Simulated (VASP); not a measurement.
# Cu (Cmcm) in VASP: further runs

Cu is run at these levels: PBEsol, LDA; tasks: single point.

Everything below comes from runs of VASP 6.6.1. Logs are shortened: lines on timing, memory, paths and dates and some standing lists are left out, and cuts for length are marked.

**1. The cell of the first run**

Symmetry: Cmcm, No. 63, orthorhombic system. The conventional cell has a = 2.485 Å, b = 8.109 Å, c = 2.524 Å, α = 90.00°, β = 90.00°, γ = 90.00°. Within 3.3 Å of Cu (site symmetry m2m) lie 10 Cu at 2.48 to 2.59 Å.

**2. Single point, PBEsol**

Contents of INCAR:

```
PREC     = Accurate       # precision mode
ENCUT    = 520            # plane-wave cutoff, eV
EDIFF    = 1E-7           # SCF threshold, eV
ISMEAR   = -1             # smearing method
SIGMA    = 0.05           # smearing width, eV
LREAL    = F              # projectors in reciprocal space
LASPH    = T              # aspherical terms in the spheres
NELM     = 60             # most SCF steps
ALGO     = Normal         # electronic algorithm
ISIF     = 2              # what is computed and relaxed
LWAVE    = F              # write WAVECAR
LCHARG   = F              # write CHGCAR
GGA      = PS             # functional
NBANDS   = 18             # bands
```

Contents of KPOINTS:

```
Automatic mesh
0
Gamma
  11 11 11
```

Contents of POSCAR:

```
Cu
1.0
    1.2423612020     -4.0543660062      0.0000000000
    1.2423612020      4.0543660062      0.0000000000
    0.0000000000      0.0000000000      2.5240469776
Cu
2
Direct
    0.8661333500      0.1338666500      0.7500000000
    0.1338666500      0.8661333500      0.2500000000
```

Potentials or basis: VASP PAW PBE potentials, release 64 (Cu).

Started as:

```
$ cat potpaw_PBE.64/Cu/POTCAR > POTCAR
$ mpirun -np 1 vasp_std > vasp.out
```

OUTCAR:

```text
PREC = Accurate
   ENCUT = 520
   EDIFF = 1E-7
   ISMEAR = -1
   LREAL = F
   LASPH = T
   NELM = 60
   ISIF = 2
   GGA = PS

 ion  position               nearest neighbor table
   1  0.866  0.134  0.750-   2 2.51   2 2.51   2 2.59   2 2.59   2 2.59   2 2.59
   2  0.134  0.866  0.250-   1 2.51   1 2.51   1 2.59   1 2.59   1 2.59   1 2.59

  LATTYP: Found a base centered orthorhombic cell.
 ALAT       =     2.4847224040
 B/A-ratio  =     3.2634357864
 C/A-ratio  =     1.0158265461

  Lattice vectors:

 A1 = (   1.2423612020,  -4.0543660062,   0.0000000000)
 A2 = (   1.2423612020,   4.0543660062,   0.0000000000)
 A3 = (   0.0000000000,   0.0000000000,   2.5240469776)

Analysis of symmetry for initial positions (statically):
=====================================================================
 Subroutine PRICEL returns:
 Original cell was already a primitive cell.

 Routine SETGRP: Setting up the symmetry group for a
 base centered orthorhombic supercell.

 Subroutine GETGRP returns: Found  8 space group operations
 (whereof  4 operations were pure point group operations)
 out of a pool of  8 trial point group operations.

The static configuration has the point symmetry C_2h.
 The point group associated with its full space group is D_2h.

Analysis of symmetry for dynamics (positions and initial velocities):
=====================================================================
 Subroutine PRICEL returns:
 Original cell was already a primitive cell.

 Routine SETGRP: Setting up the symmetry group for a
 base centered orthorhombic supercell.

 Subroutine GETGRP returns: Found  8 space group operations
 (whereof  4 operations were pure point group operations)
 out of a pool of  8 trial point group operations.

The dynamic configuration has the point symmetry C_2h.
 The point group associated with its full space group is D_2h.

 Subroutine INISYM returns: Found  8 space group operations
 (whereof  4 operations are pure point group operations),
 and found     1 'primitive' translations

----------------------------------------------------------------------------------------

                                     Primitive cell

  volume of cell :      25.4272

  direct lattice vectors                    reciprocal lattice vectors
     1.242361202 -4.054366006  0.000000000     0.402459445 -0.123323844  0.000000000
     1.242361202  4.054366006  0.000000000     0.402459445  0.123323844  0.000000000
     0.000000000  0.000000000  2.524046978     0.000000000  0.000000000  0.396189139

  length of vectors
     4.240441612  4.240441612  2.524046978     0.420930369  0.420930369  0.396189139

  position of ions in fractional coordinates (direct lattice)
     0.866133350  0.133866650  0.750000000
     0.133866650  0.866133350  0.250000000

  ion indices of the primitive-cell ions
   primitive index   ion index
                 1           1
                 2           2

----------------------------------------------------------------------------------------

 KPOINTS: Automatic mesh

Automatic generation of k-mesh.
 Grid dimensions read from file:
 generate k-points for:   11   11   11

 Generating k-lattice:

  Cartesian coordinates                     Fractional coordinates (reciprocal lattice)
     0.036587222 -0.011211259  0.000000000     0.090909091  0.000000000  0.000000000
     0.036587222  0.011211259  0.000000000     0.000000000  0.090909091  0.000000000
     0.000000000  0.000000000  0.036017194     0.000000000  0.000000000  0.090909091

  Length of vectors
     0.038266397  0.038266397  0.036017194

  Shift w.r.t. Gamma in fractional coordinates (k-lattice)
     0.000000000  0.000000000  0.000000000

 Subroutine IBZKPT returns following result:
 ===========================================

 Found    216 irreducible k-points:

 Following reciprocal coordinates:
            Coordinates               Weight
  0.000000  0.000000  0.000000      1.000000
  0.090909  0.000000  0.000000      4.000000
  0.181818  0.000000  0.000000      4.000000
  0.272727  0.000000  0.000000      4.000000
  0.363636  0.000000  0.000000      4.000000
  0.454545  0.000000  0.000000      4.000000
[... 16 lines left out ...]
 -0.272727  0.181818  0.000000      4.000000
 -0.181818  0.181818  0.000000      2.000000
 [... further k-points ...]
   k-points           NKPTS =    216   k-points in BZ     NKDIM =    216   number of bands    NBANDS=     18
   number of dos      NEDOS =    301   number of ions     NIONS =      2
   total plane-waves  NPLWV =  20480
   dimension x,y,z NGX =    32 NGY =   32 NGZ =   20
   dimension x,y,z NGXF=    64 NGYF=   64 NGZF=   40
   ions per type =               2
   NGX,Y,Z   is equivalent  to a cutoff of  12.55, 12.55, 13.17 a.u.
   NGXF,Y,Z  is equivalent  to a cutoff of  25.09, 25.09, 26.35 a.u.
 SYSTEM =  unknown system
   PREC   = accura    normal or accurate (medium, high low for compatibility)
   ISTART =      0    job   : 0-new  1-cont  2-samecut
[... 94 lines left out ...]
     17      26.3020      0.00000
     18      29.7587      0.00000

 k-point     4 :       0.2727    0.0000    0.0000
  band No.  band energies     occupation
      1      -0.4003      2.00000
      2       2.3507      2.00000
      3       3.0546      2.00000
      4       3.1230      2.00000
      5       3.6891      2.00000
      6       3.8358      2.00000
[... 10 lines left out ...]
     17      26.7354      0.00000
     18      29.0548      0.00000

 k-point     5 :       0.3636    0.0000    0.0000
  band No.  band energies     occupation
      1       0.7892      2.00000
      2       2.3511      2.00000
      3       2.9332      2.00000
      4       3.3359      2.00000
      5       3.7051      2.00000
      6       3.8813      2.00000
[... 10 lines left out ...]
     17      25.3959      0.00000
     18      27.4666      0.00000

 k-point     6 :       0.4545    0.0000    0.0000
  band No.  band energies     occupation
      1       1.6249      2.00000
      2       2.2228      2.00000
      3       2.9976      2.00000
      4       3.5794      2.00000
      5       3.7722      2.00000
      6       3.8971      2.00000
[... 10 lines left out ...]
     17      27.2221      0.00000
     18      28.0896      0.00000

 k-point     7 :       0.0909    0.0909    0.0000
  band No.  band energies     occupation
      1      -1.5091      2.00000
      2       2.1695      2.00000
      3       2.9205      2.00000
      4       3.2368      2.00000
      5       3.7234      2.00000
      6       3.7395      2.00000
[... 10 lines left out ...]
     17      26.2667      0.00000
     18      30.0839      0.00000

 k-point     8 :       0.1818    0.0909    0.0000
  band No.  band energies     occupation
      1      -0.5378      2.00000
      2       2.3915      2.00000
      3       3.0465      2.00000
      4       3.1628      2.00000
      5       3.7067      2.00000
      6       3.7997      2.00000
[... 10 lines left out ...]
     17      26.6744      0.00000
     18      30.6165      0.00000
[... 229 lines left out ...]
     17      27.4029      0.00000
     18      28.0835      0.00000

 k-point    20 :       0.4545    0.1818    0.0000
  band No.  band energies     occupation
      1       1.3066      2.00000
      2       2.0565      2.00000
      3       3.1349      2.00000
      4       3.3651      2.00000
      5       3.5359      2.00000
      6       3.9430      2.00000
[... 10 lines left out ...]
     17      26.2977      0.00000
     18      26.9863      0.00000

 k-point    21 :      -0.4545    0.1818    0.0000
  band No.  band energies     occupation
      1       0.2460      2.00000
      2       2.0479      2.00000
      3       2.9979      2.00000
      4       3.1370      2.00000
      5       3.5538      2.00000
      6       3.9843      2.00000
[... 10 lines left out ...]
     17      25.2703      0.00000
     18      26.9301      0.00000

 k-point    22 :      -0.3636    0.1818    0.0000
  band No.  band energies     occupation
      1      -0.8446      2.00000
      2       1.9288      2.00000
      3       2.7237      2.00000
      4       3.3181      2.00000
      5       3.3992      2.00000
      6       3.8883      2.00000
[... 10 lines left out ...]
     17      26.5682      0.00000
     18      27.2448      0.00000

 k-point    23 :      -0.2727    0.1818    0.0000
  band No.  band energies     occupation
      1      -1.6376      2.00000
      2       1.7774      2.00000
      3       2.5629      2.00000
      4       3.1557      2.00000
      5       3.6745      2.00000
      6       3.8394      2.00000
[... 10 lines left out ...]
     17      26.2022      0.00000
     18      27.7660      0.00000

 k-point    24 :      -0.1818    0.1818    0.0000
  band No.  band energies     occupation
      1      -2.0156      2.00000
      2       1.7615      2.00000
      3       2.5165      2.00000
      4       3.0641      2.00000
      5       3.7717      2.00000
      6       3.8035      2.00000
[... 10 lines left out ...]
     17      27.0417      0.00000
     18      27.0691      0.00000

 [... further k-points ...]

------------------------ aborting loop because EDIFF is reached ----------------------------------------

  FORCE on cell =-STRESS in cart. coord.  units (eV):
  Direction    XX          YY          ZZ          XY          YZ          ZX
  --------------------------------------------------------------------------------------
  -------------------------------------------------------------------------------------
  Total       -1.2061172     -1.4253552     -1.2852026      0.0000000      0.0000000      0.0000000
  in kB      -75.9979402    -89.8122202    -80.9811426      0.0000000      0.0000000      0.0000000
  external PRESSURE =     -82.2637677 kB  Pullay stress =       0.0000000 kB

 VOLUME and BASIS-vectors are now :
 -----------------------------------------------------------------------------
  energy-cutoff  :      520.00
  volume of cell :       25.43
      direct lattice vectors                 reciprocal lattice vectors
     1.242361202 -4.054366006  0.000000000     0.402459445 -0.123323844  0.000000000
     1.242361202  4.054366006  0.000000000     0.402459445  0.123323844  0.000000000
     0.000000000  0.000000000  2.524046978     0.000000000  0.000000000  0.396189139

 POSITION                                       TOTAL-FORCE (eV/Angst)
 -----------------------------------------------------------------------------------
      1.24236     -2.96888      1.89304         0.000000      0.068663      0.000000
      1.24236      2.96888      0.63101         0.000000     -0.068663     -0.000000
 -----------------------------------------------------------------------------------
    total drift:                                0.000000      0.000000      0.000000

  FREE ENERGIE OF THE ION-ELECTRON SYSTEM (eV)
  ---------------------------------------------------
  free  energy   TOTEN  =        -8.2643278392 eV

  energy  without entropy=       -8.2595925678  energy(sigma->0) =       -8.26196020
```

Wall time 91 s (1 thread of Intel Xeon 8259CL, shared host); peak memory 0.22 GiB.

Results:

- Free energy: -8.2643 eV
- Pressure: -8.2 GPa
- Largest force: 0.069 eV/Å
- Band gap on the k mesh: zero (bands 11 and 12 overlap by 5.26 eV)

Forces in eV/Å, atoms in the order of the input:
```
Cu   0.000  0.069  0.000
Cu   0.000 -0.069  0.000
```

Stress tensor (GPa, compression positive):
```
-7.60  0.00  0.00
 0.00 -8.98  0.00
 0.00  0.00 -8.10
```

Levels at points of the mesh, in eV from the Fermi level:
| k point | band 7 | band 8 | band 9 | band 10 | band 11 | band 12 | band 13 | band 14 | band 15 | band 16 |
| --- | --- | --- | --- | --- | --- | --- | --- | --- | --- | --- |
| (0.00, 0.00, 0.00) | -2.22 | -1.94 | -1.76 | -1.63 | -1.41 | 0.02 | 4.46 | 14.20 | 17.67 | 18.54 |

Caveat: the cell stands under tension; the PAW data sets were made with another functional, which shifts forces and pressure a little.

**3. Single point, LDA**

This run uses another cell than the first one, of 11.99 Å³/atom.

Contents of INCAR:

```
SYSTEM = Cu
  ALGO = Fast
  EDIFF = 1E-6
  ENCUT = 520
  GGA = CA
  ISIF = 2
  ISMEAR = -1
  LASPH = .True.
  LCHARG = .False.
  LREAL = .False.
  LWAVE = .False.
  NBANDS = 18
  NELM = 100
  PREC = Accurate
  SIGMA = 0.05
```

Contents of KPOINTS:

```
k-points
0
Gamma
  11 11 11
  0 0 0
```

Contents of POSCAR:

```
Cu
1.0
    1.2184636900     -3.9763780104      0.0000000000
    1.2184636900      3.9763780104      0.0000000000
    0.0000000000      0.0000000000      2.4754955235
Cu
2
Direct
    0.8661333500      0.1338666500      0.7500000000
    0.1338666500      0.8661333500      0.2500000000
```

Potentials or basis: VASP PAW LDA potentials, release 64 (Cu).

Started as:

```
$ cat potpaw_LDA.64/Cu/POTCAR > POTCAR
$ mpirun -np 1 vasp_std > vasp.out
```

Run time: 78 s. Hardware: 1 thread of AMD EPYC 9R45 (Zen 5), shared host; peak memory 0.16 GiB.

The run converged. Its results:

```
Free energy            : -9.0779 eV
Pressure               : -6.8 GPa
Largest force          : 0.037 eV/Å
Band gap on the k mesh : zero (bands 11 and 12 overlap by 5.46 eV)
```

Forces on the atoms (eV/Å):
```
Cu   0.000  0.037  0.000
Cu   0.000 -0.037  0.000
```

Stress tensor (GPa, compression positive):
```
-6.31  0.00  0.00
 0.00 -7.66  0.00
 0.00  0.00 -6.58
```

Levels at points of the mesh, in eV from the Fermi level:
```
           k point  band 7  band 8  band 9  band 10  band 11  band 12  band 13  band 14  band 15  band 16
(0.00, 0.00, 0.00)   -2.38   -2.07   -1.87    -1.73    -1.49    -0.05     4.76    14.67    18.31    19.20
```

Caveat: the cell stands under tension.

**4. Single point, PBEsol**

This run uses another cell than the first one, of 11.51 Å³/atom.

Contents of INCAR:

```
PREC = Accurate
ENCUT = 520
EDIFF = 1E-6
ISMEAR = -1
SIGMA = 0.05
LREAL = False
LASPH = True
NELM = 60
ALGO = Fast
ISIF = 2
LWAVE = False
LCHARG = True
GGA = PS
LELF = True
LVHAR = True
NBANDS = 18
```

Contents of KPOINTS:

```
Automatic mesh
0
Gamma
  9 9 9
```

Changes to POSCAR since step 3:

```diff
@@ -4,3 +4,3 @@
     1.2184636900      3.9763780104      0.0000000000
-    0.0000000000      0.0000000000      2.4754955235
+    0.0000000000      0.0000000000      2.3764757026
 Cu
```

Potentials or basis: VASP PAW PBE potentials, release 64 (Cu).

Started as:

```
$ cat potpaw_PBE.64/Cu/POTCAR > POTCAR
$ mpirun -np 1 vasp_std > vasp.out
```

Wall time 60 s (1 thread of AMD EPYC 7R13, shared host); peak memory 0.14 GiB.

Results (log left out):

| Quantity | Value |
| --- | --- |
| Free energy | -8.2672 eV |
| Pressure | 7.2 GPa |
| Largest force | 0.041 eV/Å |
| Band gap on the k mesh | zero (bands 11 and 12 overlap by 5.27 eV) |

Forces on the atoms (eV/Å):
```
Cu   0.000 -0.041  0.000
Cu   0.000  0.041  0.000
```

Stress tensor (GPa, compression positive):
```
 2.10  0.00  0.00
 0.00  4.28  0.00
 0.00  0.00 15.21
```

Levels at points of the mesh, in eV from the Fermi level:
```
           k point  band 9  band 10  band 11  band 12  band 13  band 14
(0.00, 0.00, 0.00)   -1.82    -1.68    -1.45    -0.38     4.73    16.54
```

Caveat: the cell stands under pressure; the PAW data sets were made with another functional, which shifts forces and pressure a little.

**5. Single point, PBEsol**

This run uses another cell than the first one, of 11.75 Å³/atom.

Contents of INCAR:

```
SYSTEM = Cu
PREC     = Accurate       ! precision mode
ENCUT    = 520            ! plane-wave cutoff, eV
EDIFF    = 1E-7           ! SCF threshold, eV
ISMEAR   = -1             ! smearing method
SIGMA    = 0.05           ! smearing width, eV
LREAL    = .FALSE.        ! projectors in reciprocal space
LASPH    = .TRUE.         ! aspherical terms in the spheres
NELM     = 100            ! most SCF steps
ALGO     = Normal         ! electronic algorithm
ISIF     = 2              ! what is computed and relaxed
LWAVE    = .FALSE.        ! write WAVECAR
LCHARG   = .FALSE.        ! write CHGCAR
GGA      = PS             ! functional
NBANDS   = 18             ! bands
```

Contents of KPOINTS:

```
regular mesh
0
G
  9 9 9
  0 0 0
```

Changes to POSCAR since step 4:

```diff
@@ -4,3 +4,3 @@
     1.2184636900      3.9763780104      0.0000000000
-    0.0000000000      0.0000000000      2.3764757026
+    0.0000000000      0.0000000000      2.4259856130
 Cu
```

Started as:

```
$ cat potpaw_PBE.64/Cu/POTCAR > POTCAR
$ mpirun -np 1 vasp_std > vasp.out
```

Run time: 63 s. Hardware: 1 thread of AMD EPYC 7R13, shared host; peak memory 0.15 GiB.

It converged, with:

```yaml
Free_energy: -8.2980 eV
Pressure: 2.4 GPa
Largest_force: 0.019 eV/Å
Band_gap_on_the_k_mesh: zero (bands 11 and 12 overlap by 5.19 eV)
```

Forces in eV/Å, atoms in the order of the input:
```
Cu   0.000 -0.019  0.000
Cu   0.000  0.019  0.000
```

Stress tensor (GPa, compression positive):
```
0.42 0.00 0.00
0.00 0.56 0.00
0.00 0.00 6.27
```

Levels at points of the mesh, in eV from the Fermi level:
| k point | band 9 | band 10 | band 11 | band 12 | band 13 | band 14 |
| --- | --- | --- | --- | --- | --- | --- |
| (0.00, 0.00, 0.00) | -1.80 | -1.66 | -1.43 | -0.22 | 4.77 | 15.61 |

Caveat: the PAW data sets were made with another functional, which shifts forces and pressure a little.

**6. The runs side by side**

```tsv
level	potentials or basis	cell	k mesh	gap on the mesh (eV)	pressure (GPa)	largest force (eV/Å)
PBEsol	VASP PAW PBE potentials, release 64 (Cu)	a = 4.240, b = 4.240, c = 2.524 Å, angles 90.0, 90.0, 145.9°, 2 atoms	11 × 11 × 11	none	-8.2	0.07
LDA	VASP PAW LDA potentials, release 64 (Cu)	a = 4.159, b = 4.159, c = 2.475 Å, angles 90.0, 90.0, 145.9°, 2 atoms	11 × 11 × 11	none	-6.8	0.04
PBEsol	VASP PAW PBE potentials, release 64 (Cu)	a = 4.159, b = 4.159, c = 2.376 Å, angles 90.0, 90.0, 145.9°, 2 atoms	9 × 9 × 9	none	7.2	0.04
PBEsol	VASP PAW PBE potentials, release 64 (Cu)	a = 4.159, b = 4.159, c = 2.426 Å, angles 90.0, 90.0, 145.9°, 2 atoms	9 × 9 × 9	none	2.4	0.02
```

Alike in all rows: task single point; no spin polarisation; cutoff (eV) 520; smearing fermi-dirac 0.05 eV.

Caveats: the PAW data sets were made with another functional, which shifts forces and pressure a little (at least some runs); the cell stands under tension (at least some runs); the cell stands under pressure (at least some runs).

Absolute energies hang on the potentials; compare differences alone.
